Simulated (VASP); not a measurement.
Runs of VASP 6.6.1 on BaHfO3. The structure is tetragonal, space group P4mm (No. 99). Conventional cell: a = 4.170 Å, b = 4.170 Å, c = 4.170 Å, α = 90.00°, β = 90.00°, γ = 90.00°. Ba (site symmetry 4mm) has 12 O at 2.94 to 2.96 Å and 8 Hf at 3.61 Å within 3.9 Å. Within 2.8 Å of Hf (site symmetry 4mm) lie 6 O at 2.08 to 2.09 Å. Within 2.8 Å of O (site symmetry 2mm) lie 2 Hf at 2.08 Å. Within 2.8 Å of O (site symmetry 4mm) lie 2 Hf at 2.08 to 2.09 Å. 

```tsv
level	potentials or basis	smearing	gap on the mesh (eV)	pressure (GPa)	largest force (eV/Å)
PBE	VASP PAW PBE potentials, release 64 (Ba_sv, Hf_pv, O)	gaussian 0.1 eV	3.58	3.6	0.02
PBEsol	VASP PAW PBE potentials, release 64 (Ba_sv, Hf_pv, O)	tetrahedron	3.48	(b)	0.02
PBE	VASP PAW PBE potentials, release 64 (Ba_sv, Hf_pv, O)	tetrahedron	3.58	3.6	0.02
BLYP	VASP PAW PBE potentials, release 64 (Ba_sv, Hf_pv, O)	gaussian 0.1 eV	3.66	9.0	0.03
LDA	VASP PAW LDA potentials, release 64 (Ba_sv, Hf_pv, O)	tetrahedron	(a)	-6.1	0.02
PBE	VASP PAW PBE potentials, release 64 (Ba_sv, Hf_pv, O)	gaussian 0.023 eV	3.58	3.6	0.02
```

Alike in all rows: task single point; no spin polarisation; cell as given; k mesh 4 × 4 × 4; cutoff (eV) 600.

Question: Estimate the missing entries.

Answer: (a) 3.41; (b) -2.0.

Caveats: spin-orbit coupling is left out, which moves the levels of the heavy elements; the PAW data sets were made with another functional, which shifts forces and pressure a little (some runs).

A k mesh can miss the band edges, and the runs leave out spin-orbit coupling on Ba, Hf.
